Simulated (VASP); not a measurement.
# HfN (Fm-3m) in VASP: further runs, part 2 of 2

VASP 6.6.1. Earlier steps stand in the parts before.

## Step 3: Relaxation of cell and atoms, r2SCAN, target pressure -3 GPa, at which the enthalpy is minimised

This run uses another cell than the first one, of 11.92 Å³/atom.

File POSCAR:

```
HfN
1.0
    0.0000000000      2.2840405079      2.2840405079
    2.2840405079      0.0000000000      2.2840405079
    2.2840405079      2.2840405079      0.0000000000
Hf N
1 1
Direct
    0.0000000000      0.0000000000      0.0000000000
    0.5000000000      0.5000000000      0.5000000000
```

File INCAR.step1:

```
PREC = Accurate
ENCUT = 600
ISMEAR = 0
SIGMA = 0.1
LREAL = F
LASPH = T
NELM = 100
GGA = PE
ALGO = Normal
EDIFF = 1E-4
LWAVE = T
LCHARG = F
```

File INCAR.step2:

```
PREC = Accurate
ENCUT = 600
EDIFF = 1E-6
ISMEAR = 0
SIGMA = 0.1
LREAL = F
LASPH = T
NELM = 100
ALGO = Normal
ISIF = 3
LWAVE = F
LCHARG = F
METAGGA = R2SCAN
LMIXTAU = T
IBRION = 2
NSW = 70
EDIFFG = -0.008
PSTRESS = -30.0
ISTART = 1
```

File KPOINTS:

```
regular mesh
0
Gamma
  16 16 16
```

Potentials or basis: VASP PAW PBE potentials, release 64 (Hf_pv, N).

Launch:

```bash
$ cat potpaw_PBE.64/Hf_pv/POTCAR potpaw_PBE.64/N/POTCAR > POTCAR
$ cp INCAR.step1 INCAR
$ mpirun -np 1 vasp_std > vasp.out
$ cp INCAR.step2 INCAR
$ mpirun -np 1 vasp_std > vasp.out
```

OUTCAR:

```text
PREC = Accurate
   ENCUT = 600
   EDIFF = 1E-6
   ISMEAR = 0
   LREAL = F
   LASPH = T
   NELM = 100
   ISIF = 3
   METAGGA = R2SCAN
   IBRION = 2
   NSW = 70
   EDIFFG = -0.008
   PSTRESS = -30.0
   ISTART = 1

 ion  position               nearest neighbor table
   1  0.000  0.000  0.000-   2 2.28   2 2.28   2 2.28   2 2.28   2 2.28   2 2.28
   2  0.500  0.500  0.500-   1 2.28   1 2.28   1 2.28   1 2.28   1 2.28   1 2.28

  LATTYP: Found a face centered cubic cell.
 ALAT       =     4.5680810158

  Lattice vectors:

 A1 = (   0.0000000000,   2.2840405079,   2.2840405079)
 A2 = (   2.2840405079,   0.0000000000,   2.2840405079)
 A3 = (   2.2840405079,   2.2840405079,   0.0000000000)

Analysis of symmetry for initial positions (statically):
=====================================================================
 Subroutine PRICEL returns:
 Original cell was already a primitive cell.

 Routine SETGRP: Setting up the symmetry group for a
 face centered cubic supercell.

 Subroutine GETGRP returns: Found 48 space group operations
 (whereof 48 operations were pure point group operations)
 out of a pool of 48 trial point group operations.

The static configuration has the point symmetry O_h .

[... 169 lines left out ...]
  -------------------------------------------------------------------------------------
  Total       -1.4883252     -1.4883252     -1.4883252      0.0000000      0.0000000     -0.0000000
  in kB     -100.0614987   -100.0614987   -100.0614987      0.0000000      0.0000000     -0.0000000
  external PRESSURE =     -70.0614987 kB  Pullay stress =     -30.0000000 kB
[... 101 lines left out ...]
--------------------------------------- Ionic step        4  -------------------------------------------

 number of electron      15.0000001 magnetization

 Free energy of the ion-electron system (eV)
  ---------------------------------------------------
  ext. energy  EPLUGINS =         0.00000000
  ---------------------------------------------------
  free energy    TOTEN  =       -58.23751913 eV

  energy without entropy =      -58.23465844  energy(sigma->0) =      -58.23608879

 E-fermi :   8.4749     XC(G=0): -13.5252

 val. band max:        8.4721658331   @ k =  -0.1250   0.0625   0.0000
 cond. band min:       8.4882291085   @ k =   0.3750   0.1250   0.0000
 fundamental gap:      0.0160632754
 Fermi energy:         8.4749194701

 k-point     1 :       0.0000    0.0000    0.0000
  band No.  band energies     occupation
      1     -24.0867      2.00000
      2     -24.0867      2.00000
      3     -24.0867      2.00000
      4     -10.1884      2.00000
      5       5.0564      2.00000
      6       5.0564      2.00000
      7       5.0564      2.00000
      8       8.1403      2.00000
      9       8.1403      2.00000
     10       8.1403      2.00000
     11      10.4712      0.00000
[... 309 lines left out ...]
 k-point    24 :      -0.0625    0.0625    0.0000
  band No.  band energies     occupation
      1     -24.1812      2.00000
      2     -24.1100      2.00000
      3     -24.0881      2.00000
      4      -9.9566      2.00000
      5       4.0490      2.00000
      6       4.3980      2.00000
      7       4.7236      2.00000
      8       8.2869      1.99215
      9       8.3175      1.97403
     10       8.7577      0.00006
     11      10.6288      0.00000

 [... further k-points ...]
[... 5 lines left out ...]
  --------------------------------------------------------------------------------------
  -------------------------------------------------------------------------------------
  Total       -0.4362074     -0.4362074     -0.4362074      0.0000000      0.0000000      0.0000000
  in kB      -30.1241922    -30.1241922    -30.1241922      0.0000000      0.0000000      0.0000000
  external PRESSURE =      -0.1241922 kB  Pullay stress =     -30.0000000 kB
[... 21 lines left out ...]
  energy  without entropy=      -58.2346584363  energy(sigma->0) =      -58.23608879

  enthalpy is  TOTEN    =       -58.6719281965 eV   P V=       -0.4344090619

 reached required accuracy - stopping structural energy minimisation
```

OUTCAR.step1:

```text
PREC = Accurate
   ENCUT = 600
   ISMEAR = 0
   LREAL = F
   LASPH = T
[... 557 lines left out ...]
 -----------------------------------------------------------------------------------
      0.00000      0.00000      0.00000        -0.000000      0.000000      0.000000
      2.28404      2.28404      2.28404         0.000000     -0.000000     -0.000000
 -----------------------------------------------------------------------------------
    total drift:                                0.000000      0.000000      0.000000

  FREE ENERGIE OF THE ION-ELECTRON SYSTEM (eV)
  ---------------------------------------------------
  free  energy   TOTEN  =       -21.7529513330 eV

  energy  without entropy=      -21.7499698652  energy(sigma->0) =      -21.75146060
```

OSZICAR.step1:

```text
N       E                     dE             d eps       ncg     rms          rms(c)
DAV:   1     0.448992588575E+02    0.44899E+02   -0.89257E+03  3198   0.143E+03
DAV:   2    -0.220595758388E+02   -0.66959E+02   -0.63074E+02  4188   0.282E+02
DAV:   3    -0.247333308225E+02   -0.26738E+01   -0.26216E+01  4191   0.496E+01
DAV:   4    -0.247629018445E+02   -0.29571E-01   -0.29355E-01  3932   0.473E+00
DAV:   5    -0.247634877208E+02   -0.58588E-03   -0.58496E-03  4155   0.481E-01    0.459E+01
DAV:   6    -0.218458517860E+02    0.29176E+01   -0.15889E+01  3842   0.289E+01    0.388E+01
DAV:   7    -0.217784660238E+02    0.67386E-01   -0.75946E-01  3670   0.800E+00    0.258E+01
DAV:   8    -0.217681106308E+02    0.10355E-01   -0.17961E-01  3743   0.403E+00    0.699E+00
DAV:   9    -0.217533246849E+02    0.14786E-01   -0.80263E-02  3840   0.205E+00    0.147E+00
DAV:  10    -0.217529662305E+02    0.35845E-03   -0.23510E-03  3736   0.475E-01    0.461E-01
DAV:  11    -0.217529513330E+02    0.14897E-04   -0.41373E-04  3708   0.169E-01
   1 F= -.21752951E+02 E0= -.21751461E+02  d E =-.298147E-02
```

Wall time 4.9 min (1 thread of Intel Xeon 6975P-C (Granite Rapids), shared host); peak memory 0.23 GiB.

Results:

```yaml
Free_energy: -58.2375 eV
Relaxed_volume: 11.60 Å³/atom
Relaxed_cell: a = 3.201 Å, b = 3.201 Å, c = 3.201 Å, α = 60.00°, β = 60.00°, γ = 60.00°
Space_group_after_relaxing_to_0.1_Å: Fm-3m (No. 225)
Energy_change_on_relaxing_the_run_minimises_the_enthalpy: -12.9 meV/atom
Ionic_steps: 4
Pressure_after_relaxing: -3.0 GPa
Band_gap_on_the_k_mesh: zero (an odd number of electrons rules out a gap without spin polarisation)
```

Step by step:
| step | energy change (eV) | largest force (eV/Å) | pressure (GPa) | volume (Å³) |
| --- | --- | --- | --- | --- |
| 1 | 0.0000 | 0.0000 | -10.01 | 23.83 |
| 2 | 0.0048 | 0.0000 | 12.30 | 22.08 |
| 3 | -0.0254 | 0.0000 | -3.20 | 23.22 |
| 4 | -0.0257 | 0.0000 | -3.01 | 23.20 |

Final structure:
```yaml
crystal:
  lattice:
    - [0.00000, 2.26370, 2.26370]
    - [2.26370, 0.00000, 2.26370]
    - [2.26370, 2.26370, 0.00000]
  atoms:
    - { symbol: Hf, position: [0.00000, 0.00000, 0.00000] }
    - { symbol: N, position: [0.50000, 0.50000, 0.50000] }
```

Levels at points of the mesh, in eV from the Fermi level:
```tsv
k point	band 5	band 6	band 7	band 8	band 9	band 10	band 11
(0.00, 0.00, 0.00)	-3.42	-3.42	-3.42	-0.33	-0.33	-0.33	2.00
(0.50, 0.00, 0.00)	-9.30	-6.62	-6.62	3.36	3.75	3.75	4.58
(0.50, 0.50, 0.00)	-5.94	-4.13	-4.13	-3.86	4.10	5.51	5.51
```

Caveat: the cell is relaxed towards a set pressure, so the run minimises the enthalpy, not the energy; the PAW data sets were made with another functional, which shifts forces and pressure a little; spin-orbit coupling is left out, which moves the levels of the heavy elements.

## Step 4: Relaxation of cell and atoms, r2SCAN, target pressure 15 GPa, at which the enthalpy is minimised

This run uses another cell than the first one, of 11.03 Å³/atom.

File POSCAR:

```
HfN
1.0
    0.0000000000      2.2262102169      2.2262102169
    2.2262102169      0.0000000000      2.2262102169
    2.2262102169      2.2262102169      0.0000000000
Hf N
1 1
Direct
    0.0000000000      0.0000000000      0.0000000000
    0.5000000000      0.5000000000      0.5000000000
```

File INCAR.step1:

```
PREC     = Accurate       # precision mode
ENCUT    = 600            # plane-wave cutoff, eV
ISMEAR   = 0              # smearing method
SIGMA    = 0.1            # smearing width, eV
LREAL    = False          # projectors in reciprocal space
LASPH    = True           # aspherical terms in the spheres
NELM     = 100            # most SCF steps
GGA      = PE             # functional
ALGO     = Normal         # electronic algorithm
EDIFF    = 1E-4           # SCF threshold, eV
LWAVE    = True           # write WAVECAR
LCHARG   = False          # write CHGCAR
```

File INCAR.step2:

```
PREC     = Accurate       # precision mode
ENCUT    = 600            # plane-wave cutoff, eV
EDIFF    = 1E-6           # SCF threshold, eV
ISMEAR   = 0              # smearing method
SIGMA    = 0.1            # smearing width, eV
LREAL    = False          # projectors in reciprocal space
LASPH    = True           # aspherical terms in the spheres
NELM     = 100            # most SCF steps
ALGO     = Normal         # electronic algorithm
ISIF     = 3              # what is computed and relaxed
LWAVE    = False          # write WAVECAR
LCHARG   = False          # write CHGCAR
METAGGA  = R2SCAN         # meta-GGA
LMIXTAU  = True         
IBRION   = 2              # ionic algorithm
NSW      = 70             # ionic steps
EDIFFG   = -0.008         # ionic threshold
PSTRESS  = 150.0        
ISTART   = 1
```

File KPOINTS:

```
Automatic mesh
0
Gamma
  16 16 16
```

Launch:

```bash
$ cat potpaw_PBE.64/Hf_pv/POTCAR potpaw_PBE.64/N/POTCAR > POTCAR
$ cp INCAR.step1 INCAR
$ mpirun -np 1 vasp_std > vasp.out
$ cp INCAR.step2 INCAR
$ mpirun -np 1 vasp_std > vasp.out
```

Run time: 5.3 min. Hardware: 1 thread of AMD EPYC 9R45 (Zen 5), shared host; peak memory 0.18 GiB.

The run converged. Its results:

```yaml
Free_energy: -58.1913 eV
Relaxed_volume: 10.96 Å³/atom
Relaxed_cell: a = 3.141 Å, b = 3.141 Å, c = 3.141 Å, α = 60.00°, β = 60.00°, γ = 60.00°
Space_group_after_relaxing_to_0.1_Å: Fm-3m (No. 225)
Energy_change_on_relaxing_the_run_minimises_the_enthalpy: +6.7 meV/atom
Ionic_steps: 3
Pressure_after_relaxing: 15.0 GPa
Band_gap_on_the_k_mesh: zero (an odd number of electrons rules out a gap without spin polarisation)
```

Step by step:
```csv
step,energy change (eV),largest force (eV/Å),pressure (GPa),volume (Å³)
1,0.0000,0.0000,12.53,22.07
2,0.0569,0.0000,21.46,21.53
3,0.0134,0.0000,14.98,21.91
```

Final structure:
```yaml
crystal:
  lattice:
    - [0.00000, 2.22095, 2.22095]
    - [2.22095, 0.00000, 2.22095]
    - [2.22095, 2.22095, 0.00000]
  atoms:
    - { symbol: Hf, position: [0.00000, 0.00000, 0.00000] }
    - { symbol: N, position: [0.50000, 0.50000, 0.50000] }
```

Levels at points of the mesh, in eV from the Fermi level:
| k point | band 4 | band 5 | band 6 | band 7 | band 8 | band 9 | band 10 | band 11 |
| --- | --- | --- | --- | --- | --- | --- | --- | --- |
| (0.00, 0.00, 0.00) | -19.01 | -3.49 | -3.49 | -3.49 | -0.37 | -0.37 | -0.37 | 2.58 |
| (0.50, 0.00, 0.00) | -16.02 | -9.65 | -6.92 | -6.92 | 3.63 | 4.05 | 4.05 | 4.90 |
| (0.50, 0.50, 0.00) | -17.95 | -5.92 | -4.16 | -4.16 | -4.13 | 4.42 | 5.97 | 5.97 |

Caveat: the cell is relaxed towards a set pressure, so the run minimises the enthalpy, not the energy; the PAW data sets were made with another functional, which shifts forces and pressure a little; spin-orbit coupling is left out, which moves the levels of the heavy elements.

## Step 5: Overview

```csv
task,cell,cutoff (eV),gap on the mesh (eV),pressure (GPa)
single point,"a = 3.200 Å, angles 60.0°, 2 atoms",520,none,-2.7
relaxation of cell and atoms,"relaxed to -3 GPa from a = 3.230 Å, angles 60.0°, 2 atoms",600,none,-3.0
relaxation of cell and atoms,"relaxed to 15 GPa from a = 3.148 Å, angles 60.0°, 2 atoms",600,none,15.0
```

Alike in all rows: level r2SCAN; potentials or basis VASP PAW PBE potentials, release 64 (Hf_pv, N); no spin polarisation; k mesh 16 × 16 × 16; smearing gaussian 0.1 eV.

Caveats: the PAW data sets were made with another functional, which shifts forces and pressure a little; spin-orbit coupling is left out, which moves the levels of the heavy elements; the cell is relaxed towards a set pressure, so the run minimises the enthalpy, not the energy (at least some runs).

Total energies depend on the potentials used, so only differences within one code and one set of settings carry meaning.
